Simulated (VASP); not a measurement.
Write the native input for VASP 6.6.1 that does the following.

- Task: single point
- Functional: LDA
- Potentials or basis: VASP PAW LDA potentials, release 64 (Rb_sv)
- Cutoff: 520 eV
- k mesh: 7 × 7 × 7
- Occupations: fermi-dirac, width 0.05 eV
- Spin: no spin polarisation
- Dipole correction: no
- Further INCAR settings: ALGO = Fast; EDIFF = 1e-07; NBANDS = 10

The structure of Rb lies in POSCAR:

```
Rb
1.0
   -2.8025000000      2.8025000000      2.8025000000
    2.8025000000     -2.8025000000      2.8025000000
    2.8025000000      2.8025000000     -2.8025000000
Rb
1
Direct
    0.0000000000      0.0000000000      0.0000000000
```

The input as run:

INCAR

```
  PREC = Accurate
  ENCUT = 520
  EDIFF = 1E-7
  ISMEAR = -1
  SIGMA = 0.05
  LREAL = F
  LASPH = T
  NELM = 60
  ALGO = Fast
  ISIF = 2
  LWAVE = F
  LCHARG = T
  LELF = T
  LVHAR = T
  NBANDS = 10
```

KPOINTS

```
regular mesh
0
Gamma
  7 7 7
```

Potentials or basis: VASP PAW LDA potentials, release 64 (Rb_sv).

Launch:

```bash
$ cat potpaw_LDA.64/Rb_sv/POTCAR > POTCAR
$ mpirun -np 1 vasp_std > vasp.out
```

Results of the run:

```yaml
Pressure: -0.4 GPa
```

Wall time 16 s on 1 thread of Intel(R) Xeon(R) Platinum 8375C CPU @ 2.90GHz (Ice Lake), with other jobs on the host, peak memory 0.16 GiB.
